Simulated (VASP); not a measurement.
# Mg2Be (Pmmn) in VASP: single point with PBE

Aim: the single point of Mg2Be with PBE.

Program: VASP 6.6.1. These are calculated values, not measurements. Logs are shortened: lines on timing, memory, paths and dates and some standing lists are left out, and cuts for length are marked.

## 1. The cell of the first run

The structure is orthorhombic, space group Pmmn (No. 59). The conventional cell has a = 3.446 Å, b = 5.588 Å, c = 4.866 Å, α = 90.00°, β = 90.00°, γ = 90.00°. Within 2.8 Å of Mg (site symmetry m) lie 3 Mg at 2.13 to 2.29 Å and 4 Be at 2.60 to 2.71 Å. Be (site symmetry mm2) has 8 Mg at 2.60 to 2.71 Å and 6 Be at 3.45 to 3.60 Å within 3.6 Å.

## 2. Single point, PBE

INCAR

```
  PREC = Accurate
  ENCUT = 520
  EDIFF = 1E-6
  ISMEAR = 0
  SIGMA = 0.1
  LREAL = F
  LASPH = T
  NELM = 100
  ALGO = Normal
  ISIF = 2
  LWAVE = F
  LCHARG = F
  GGA = PE
  NBANDS = 15
```

KPOINTS

```
regular mesh
0
Gamma
  6 4 4
```

POSCAR

```
Mg2Be
1.0
    3.4464839210      0.0000000000      0.0000000000
    0.0000000000      5.5877549086      0.0000000000
    0.0000000000      0.0000000000      4.8659781712
Mg Be
4 2
Direct
    0.0000000000      0.8090000000      0.3610000000
    0.0000000000      0.1910000000      0.3610000000
    0.5000000000      0.3090000000      0.6390000000
    0.5000000000      0.6910000000      0.6390000000
    0.0000000000      0.0000000000      0.8492000000
    0.5000000000      0.5000000000      0.1508000000
```

Potentials or basis: VASP PAW PBE potentials, release 64 (Mg, Be).

The run is started by

```sh
cat potpaw_PBE.64/Mg/POTCAR potpaw_PBE.64/Be/POTCAR > POTCAR
mpirun -np 1 vasp_std > vasp.out
```

OUTCAR:

```text
PREC = Accurate
   ENCUT = 520
   EDIFF = 1E-6
   ISMEAR = 0
   LREAL = F
   LASPH = T
   NELM = 100
   ISIF = 2
   GGA = PE

 ion  position               nearest neighbor table
   1  0.000  0.809  0.361-   2 2.13   4 2.29   4 2.29   5 2.60   6 2.65   6 2.65   5 2.71   2 3.45
                             3 3.55   3 3.55   3 3.55   3 3.55
   2  0.000  0.191  0.361-   1 2.13   3 2.29   3 2.29   5 2.60   6 2.65   6 2.65   5 2.71   1 3.45
                             4 3.55   4 3.55   4 3.55   4 3.55
   3  0.500  0.309  0.639-   4 2.13   2 2.29   2 2.29   6 2.60   5 2.65   5 2.65   6 2.71   4 3.45
                             1 3.55   1 3.55   1 3.55   1 3.55
   4  0.500  0.691  0.639-   3 2.13   1 2.29   1 2.29   6 2.60   5 2.65   5 2.65   6 2.71   3 3.45
                             2 3.55   2 3.55   2 3.55   2 3.55
   5  0.000  0.000  0.849-   1 2.60   2 2.60   3 2.65   4 2.65   3 2.65   4 2.65   1 2.71   2 2.71

   6  0.500  0.500  0.151-   3 2.60   4 2.60   1 2.65   2 2.65   1 2.65   2 2.65   3 2.71   4 2.71

  LATTYP: Found a simple orthorhombic cell.
 ALAT       =     3.4464839210
 B/A-ratio  =     1.4118673648
 C/A-ratio  =     1.6212914485

  Lattice vectors:

 A1 = (  -3.4464839210,   0.0000000000,   0.0000000000)
 A2 = (   0.0000000000,   0.0000000000,   4.8659781712)
 A3 = (   0.0000000000,   5.5877549086,   0.0000000000)

Analysis of symmetry for initial positions (statically):
=====================================================================
 Subroutine PRICEL returns:
 Original cell was already a primitive cell.

 Routine SETGRP: Setting up the symmetry group for a
 simple orthorhombic supercell.

 Subroutine GETGRP returns: Found  8 space group operations
 (whereof  4 operations were pure point group operations)
 out of a pool of  8 trial point group operations.

The static configuration has the point symmetry C_2v.
 The point group associated with its full space group is D_2h.

Analysis of symmetry for dynamics (positions and initial velocities):
=====================================================================
 Subroutine PRICEL returns:
 Original cell was already a primitive cell.

 Routine SETGRP: Setting up the symmetry group for a
 simple orthorhombic supercell.

 Subroutine GETGRP returns: Found  8 space group operations
 (whereof  4 operations were pure point group operations)
 out of a pool of  8 trial point group operations.

The dynamic configuration has the point symmetry C_2v.
 The point group associated with its full space group is D_2h.

 Subroutine INISYM returns: Found  8 space group operations
 (whereof  4 operations are pure point group operations),
 and found     1 'primitive' translations

----------------------------------------------------------------------------------------

                                     Primitive cell

  volume of cell :      93.7095

  direct lattice vectors                    reciprocal lattice vectors
     3.446483921  0.000000000  0.000000000     0.290150781  0.000000000  0.000000000
     0.000000000  5.587754909  0.000000000     0.000000000  0.178962753  0.000000000
     0.000000000  0.000000000  4.865978171     0.000000000  0.000000000  0.205508526

  length of vectors
     3.446483921  5.587754909  4.865978171     0.290150781  0.178962753  0.205508526

  position of ions in fractional coordinates (direct lattice)
     0.000000000  0.809000000  0.361000000
     0.000000000  0.191000000  0.361000000
     0.500000000  0.309000000  0.639000000
     0.500000000  0.691000000  0.639000000
     0.000000000  0.000000000  0.849200000
     0.500000000  0.500000000  0.150800000

  ion indices of the primitive-cell ions
   primitive index   ion index
                 1           1
                 2           2
                 3           3
                 4           4
                 5           5
                 6           6

----------------------------------------------------------------------------------------

 KPOINTS: regular mesh

Automatic generation of k-mesh.
 Grid dimensions read from file:
 generate k-points for:    6    4    4

 Generating k-lattice:

  Cartesian coordinates                     Fractional coordinates (reciprocal lattice)
     0.048358463  0.000000000  0.000000000     0.166666667  0.000000000  0.000000000
     0.000000000  0.044740688  0.000000000     0.000000000  0.250000000  0.000000000
     0.000000000  0.000000000  0.051377131     0.000000000  0.000000000  0.250000000

  Length of vectors
     0.048358463  0.044740688  0.051377131

  Shift w.r.t. Gamma in fractional coordinates (k-lattice)
     0.000000000  0.000000000  0.000000000

 Subroutine IBZKPT returns following result:
 ===========================================

 Found     36 irreducible k-points:

 Following reciprocal coordinates:
            Coordinates               Weight
  0.000000  0.000000  0.000000      1.000000
  0.166667  0.000000  0.000000      2.000000
  0.333333  0.000000  0.000000      2.000000
  0.500000  0.000000  0.000000      1.000000
  0.000000  0.250000  0.000000      2.000000
  0.166667  0.250000  0.000000      4.000000
[... 16 lines left out ...]
  0.333333  0.500000  0.250000      4.000000
  0.500000  0.500000  0.250000      2.000000
 [... further k-points ...]
   k-points           NKPTS =     36   k-points in BZ     NKDIM =     36   number of bands    NBANDS=     15
   number of dos      NEDOS =    301   number of ions     NIONS =      6
   total plane-waves  NPLWV =  42336
   dimension x,y,z NGX =    28 NGY =   42 NGZ =   36
   dimension x,y,z NGXF=    56 NGYF=   84 NGZF=   72
   ions per type =               4   2
   NGX,Y,Z   is equivalent  to a cutoff of  13.51, 12.50, 12.30 a.u.
   NGXF,Y,Z  is equivalent  to a cutoff of  27.01, 24.99, 24.60 a.u.
 SYSTEM =  unknown system
   PREC   = accura    normal or accurate (medium, high low for compatibility)
   ISTART =      0    job   : 0-new  1-cont  2-samecut
   ICHARG =      2    charge: 1-file 2-atom 10-const
   ISPIN  =      1    spin polarized calculation?
   LNONCOLLINEAR =      F non collinear calculations
   LSORBIT =      F    spin-orbit coupling
   LASPH  =      T    aspherical Exc in radial PAW
   ENCUT  =  520.0 eV  38.22 Ry    6.18 a.u.   6.41 10.39  9.05*2*pi/ulx,y,z
   NELM   =    100;   NELMIN=  2; NELMDL= -5     # of ELM steps
   EDIFF  = 0.1E-05   stopping-criterion for ELM
   LREAL  =      F    real-space projection
   EDIFFG = 0.1E-04   stopping-criterion for IOM
   NSW    =      0    number of steps for IOM
   IBRION =     -1    ionic relax: 0-MD 1-quasi-New 2-CG
   NFREE  =      0    steps in history (QN), initial steepest desc. (CG)
   ISIF   =      2    stress and relaxation
   ISYM   =      2    0-nonsym 1-usesym 2-fastsym
   POTIM  = 0.5000    time-step for ionic-motion
   TEBEG  =    0.0;   TEEND  =   0.0 temperature during run
   PSTRESS=    0.0 pullay stress
   NELECT =      12.0000    total number of electrons
   NUPDOWN=      -1.0000    fix difference up-down
   EMIN   =  10.00;   EMAX   =-10.00  energy-range for DOS
   EFERMI =   0.00;   METHOD = LEGACY
   ISMEAR =     0;   SIGMA  =   0.10  broadening in eV -4-tet -1-fermi 0-gaus
   EFERMI_NEDOS =   21; number of points for ismear=-14 and -15
   IALGO  =     38    algorithm
   IMIX   =      4    mixing-type and parameters
     AMIX     =   0.40;   BMIX     =  1.00
     AMIX_MAG =   1.60;   BMIX_MAG =  1.00
  volume/ion in A,a.u.               =      15.62       105.40
  Fermi-wavevector in a.u.,A,eV,Ry     =   0.825165  1.559335  9.264164  0.680897
  Thomas-Fermi vector in A             =   1.936976
   LORBIT       =      0    0 simple, 1 ext, 2 COOP (PROOUT), +10 PAW based schemes
   GGA     = PE    functional components
   LHFCALC =     F    Hartree Fock is set to
   AEXX    =    0.0000 exact exchange contribution
   IVDW    =     0    specifies the selected vdW correction
   LEPSILON=     F    determine dielectric tensor
   LRPA    =     F    only Hartree local field effects (RPA)
 non-spin polarized calculation
 Gauss-broadening in eV      SIGMA  =   0.10
  energy-cutoff  :      520.00
  volume of cell :       93.71
 maximum number of plane-waves:      2570
 NGX is ok and might be reduce to    28
   NGX = 13   NGY = 21   NGZ = 19

 number of electron      12.0000000 magnetization

 Free energy of the ion-electron system (eV)
  ---------------------------------------------------
  ext. energy  EPLUGINS =         0.00000000
  ---------------------------------------------------
  free energy    TOTEN  =        -4.35524480 eV

  energy without entropy =       -4.33676264  energy(sigma->0) =       -4.34600372

 E-fermi :   3.8506     XC(G=0):  -9.2731

 val. band max:        3.8475339903   @ k =   0.3333   0.2500   0.0000
 cond. band min:       3.8558814771   @ k =   0.3333   0.2500   0.2500
 fundamental gap:      0.0083474868
 Fermi energy:         3.8506113540

 k-point     1 :       0.0000    0.0000    0.0000
  band No.  band energies     occupation
      1      -4.4430      2.00000
      2      -0.3508      2.00000
      3       0.1579      2.00000
      4       1.4457      2.00000
      5       1.7563      2.00000
      6       5.1963      0.00000
      7       5.2778      0.00000
      8       5.6395      0.00000
      9       5.9278      0.00000
     10       6.3969      0.00000
     11       8.2842      0.00000
     12       8.4136      0.00000
     13      11.2951      0.00000
     14      11.4084      0.00000
     15      11.4346      0.00000

 k-point     2 :       0.1667    0.0000    0.0000
  band No.  band energies     occupation
      1      -4.1082      2.00000
      2      -0.0803      2.00000
      3       0.4876      2.00000
      4       1.7286      2.00000
      5       2.0366      2.00000
      6       3.5913      1.99975
      7       5.2748      0.00000
      8       5.4584      0.00000
      9       5.8531      0.00000
     10       6.6526      0.00000
     11       6.6999      0.00000
     12       9.4995      0.00000
     13       9.5593      0.00000
     14       9.7248      0.00000
     15      11.2564      0.00000

 k-point     3 :       0.3333    0.0000    0.0000
  band No.  band energies     occupation
      1      -3.1151      2.00000
      2       0.3857      2.00000
      3       1.1909      2.00000
      4       1.4500      2.00000
      5       2.5134      2.00000
      6       2.9247      2.00000
      7       4.3009      0.00000
      8       4.5664      0.00000
      9       5.8214      0.00000
     10       6.4017      0.00000
     11       7.4072      0.00000
     12       7.4175      0.00000
     13       7.5929      0.00000
     14       8.6089      0.00000
     15      10.7871      0.00000
[... 343 lines left out ...]
 k-point    23 :       0.3333    0.5000    0.2500
  band No.  band energies     occupation
      1      -1.7137      2.00000
      2      -1.7137      2.00000
      3       1.3322      2.00000
      4       1.3322      2.00000
      5       2.1389      2.00000
      6       2.1389      2.00000
      7       4.5922      0.00000
      8       4.5922      0.00000
      9       6.6184      0.00000
     10       6.6184      0.00000
     11       7.9362      0.00000
     12       7.9362      0.00000
     13       9.3335      0.00000
     14       9.3335      0.00000
     15      11.1307      0.00000

 k-point    24 :       0.5000    0.5000    0.2500
  band No.  band energies     occupation
      1      -0.3835      2.00000
      2      -0.3835      2.00000
      3       0.1506      2.00000
      4       0.1506      2.00000
      5       2.6388      2.00000
      6       2.6388      2.00000
      7       3.1528      2.00000
      8       3.1528      2.00000
      9       7.2848      0.00000
     10       7.2848      0.00000
     11       8.3545      0.00000
     12       8.3545      0.00000
     13       8.8344      0.00000
     14       8.8344      0.00000
     15      10.1392      0.00000

 [... further k-points ...]

------------------------ aborting loop because EDIFF is reached ----------------------------------------

  FORCE on cell =-STRESS in cart. coord.  units (eV):
  Direction    XX          YY          ZZ          XY          YZ          ZX
  --------------------------------------------------------------------------------------
  -------------------------------------------------------------------------------------
  Total       15.1791236     22.4436704      6.7081306      0.0000000      0.0000000      0.0000000
  in kB      259.5216041    383.7255380    114.6907327      0.0000000      0.0000000      0.0000000
  external PRESSURE =     252.6459583 kB  Pullay stress =       0.0000000 kB

 VOLUME and BASIS-vectors are now :
 -----------------------------------------------------------------------------
  energy-cutoff  :      520.00
  volume of cell :       93.71
      direct lattice vectors                 reciprocal lattice vectors
     3.446483921  0.000000000  0.000000000     0.290150781  0.000000000  0.000000000
     0.000000000  5.587754909  0.000000000     0.000000000  0.178962753  0.000000000
     0.000000000  0.000000000  4.865978171     0.000000000  0.000000000  0.205508526

 POSITION                                       TOTAL-FORCE (eV/Angst)
 -----------------------------------------------------------------------------------
      0.00000      4.52049      1.75662        -0.000000     -2.802269     -4.058522
      0.00000      1.06726      1.75662        -0.000000      2.802269     -4.058522
      1.72324      1.72662      3.10936         0.000000     -2.802269      4.058522
      1.72324      3.86114      3.10936         0.000000      2.802269      4.058522
      0.00000      0.00000      4.13219        -0.000000      0.000000      0.363548
      1.72324      2.79388      0.73379        -0.000000      0.000000     -0.363548
 -----------------------------------------------------------------------------------
    total drift:                               -0.000000      0.000000      0.000000

  FREE ENERGIE OF THE ION-ELECTRON SYSTEM (eV)
  ---------------------------------------------------
  free  energy   TOTEN  =        -4.3552448014 eV

  energy  without entropy=       -4.3367626448  energy(sigma->0) =       -4.34600372
```

Wall time 41 s (1 thread of Intel Xeon 8259CL, shared host); peak memory 0.21 GiB.

Results:

```yaml
Free_energy: -4.3552 eV
Pressure: 25.3 GPa
Largest_force: 4.932 eV/Å
Band_gap_on_the_k_mesh: zero (bands 6 and 7 overlap by 3.49 eV)
```

Forces on the atoms (eV/Å):
```
Mg   0.000 -2.802 -4.059
Mg   0.000  2.802 -4.059
Mg   0.000 -2.802  4.059
Mg   0.000  2.802  4.059
Be   0.000  0.000  0.364
Be   0.000  0.000 -0.364
```

Levels at points of the mesh, in eV from the Fermi level:
| k point | band 2 | band 3 | band 4 | band 5 | band 6 | band 7 | band 8 | band 9 | band 10 | band 11 |
| --- | --- | --- | --- | --- | --- | --- | --- | --- | --- | --- |
| (0.00, 0.00, 0.00) | -4.20 | -3.69 | -2.40 | -2.09 | 1.35 | 1.43 | 1.79 | 2.08 | 2.55 | 4.43 |
| (0.50, 0.00, 0.00) | -5.35 | -1.59 | -1.59 | -0.91 | -0.91 | -0.37 | -0.37 | 1.87 | 1.87 | 3.12 |
| (0.00, 0.50, 0.00) | -7.16 | -1.91 | -1.91 | -0.71 | -0.71 | 1.38 | 1.38 | 2.92 | 2.92 | 5.11 |
| (0.50, 0.50, 0.00) | -4.49 | -4.03 | -4.03 | -0.08 | -0.08 | 0.99 | 0.99 | 2.09 | 2.09 | 2.77 |
| (0.00, 0.00, 0.50) | -5.95 | -3.36 | -2.45 | -1.92 | -1.65 | 2.83 | 3.06 | 3.32 | 4.83 | 6.48 |
| (0.50, 0.00, 0.50) | -4.53 | -3.20 | -3.20 | -0.64 | -0.64 | -0.31 | -0.31 | 1.05 | 1.05 | 2.24 |
| (0.00, 0.50, 0.50) | -6.33 | -4.83 | -4.83 | 1.50 | 1.50 | 3.44 | 3.44 | 3.98 | 3.98 | 4.12 |
| (0.50, 0.50, 0.50) | -3.84 | -3.05 | -3.05 | -2.14 | -2.14 | -1.98 | -1.98 | 4.10 | 4.10 | 5.16 |

Caveat: the stress differs along the axes, from 11 to 38 GPa; forces of over 1 eV/Å act on the atoms, so gaps and moduli don't describe the material at rest.
